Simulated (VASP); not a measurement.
Si: single point with r2SCAN

The system is Si.

```
Si
1.0
     2.62900    0.00000    0.00000
    -1.31450    2.27678    0.00000
     0.00000    0.00000    2.49380
Si
1
Direct
  0.00000 0.00000 0.00000
```

This isn't the form of Si at room conditions, which is diamond.

| Item | Value |
| --- | --- |
| Program | VASP 6.6.1 |
| Task | single point |
| Functional | r2SCAN |
| Potentials or basis | VASP PAW PBE potentials, release 64 (Si) |
| Cutoff | 520 eV |
| k mesh | 18 × 18 × 16 |
| Occupations | gaussian, width 0.1 eV |
| Spin | no spin polarisation |
| Dipole correction | no |
| Further INCAR settings | ALGO = Normal; EDIFF = 1e-07; NBANDS = 8 |

The pressure is -0.1 GPa and the band gap on the k mesh is zero (bands 2 and 3 overlap by 12.53 eV).

Levels at points of the mesh, in eV from the Fermi level:
| k point | band 1 | band 2 | band 3 | band 4 | band 5 | band 6 |
| --- | --- | --- | --- | --- | --- | --- |
| (0.00, 0.00, 0.00) | -14.78 | 7.76 | 8.03 | 11.01 | 11.01 | 13.01 |
| (0.50, 0.00, 0.00) | -7.91 | -7.12 | 5.49 | 6.90 | 13.25 | 15.62 |
| (0.00, 0.00, 0.50) | -9.83 | -7.49 | 14.81 | 14.81 | 15.77 | 15.77 |
| (0.50, 0.00, 0.50) | -3.28 | -2.23 | -1.99 | 1.80 | 9.27 | 13.05 |

It took 73 s on 1 thread of AMD EPYC 9R45 96-Core Processor (Zen 5) (shared host), peak memory 0.11 GiB.

Caveat: the PAW data sets were made with another functional, which shifts forces and pressure a little.
